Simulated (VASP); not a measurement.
A run of VASP 6.6.1 is set up as follows.

File INCAR:

```
SYSTEM = Ga
PREC = Accurate
ENCUT = 520
EDIFF = 1E-6
ISMEAR = -1
SIGMA = 0.15
LREAL = .False.
LASPH = .True.
NELM = 60
ALGO = Fast
ISIF = 2
LWAVE = .False.
LCHARG = .True.
GGA = PS
LELF = .True.
LVHAR = .True.
NBANDS = 20
```

KPOINTS

```
Automatic mesh
0
Gamma
  16 16 12
  0 0 0
```

File POSCAR:

```
Ga
1.0
    1.3725535572     -3.9743130866     -0.0159773887
    1.3725535572      3.9743130866     -0.0159773887
   -0.1552331944      0.0000000000      3.2954833421
Ga
2
Direct
    0.8662532749      0.1337467251      0.2500000000
    0.1337467251      0.8662532749      0.7500000000
```

Potentials or basis: VASP PAW PBE potentials, release 64 (Ga_d).

Run with:

```bash
$ cat potpaw_PBE.64/Ga_d/POTCAR > POTCAR
$ mpirun -np 1 vasp_std > vasp.out
```

(1) Predict the band gap on the k mesh.

(2) Predict the pressure.

Results:

(1) zero (bands 13 and 14 overlap by 8.65 eV).

(2) 0.1 GPa.

Caveat: the PAW data sets were made with another functional, which shifts forces and pressure a little.
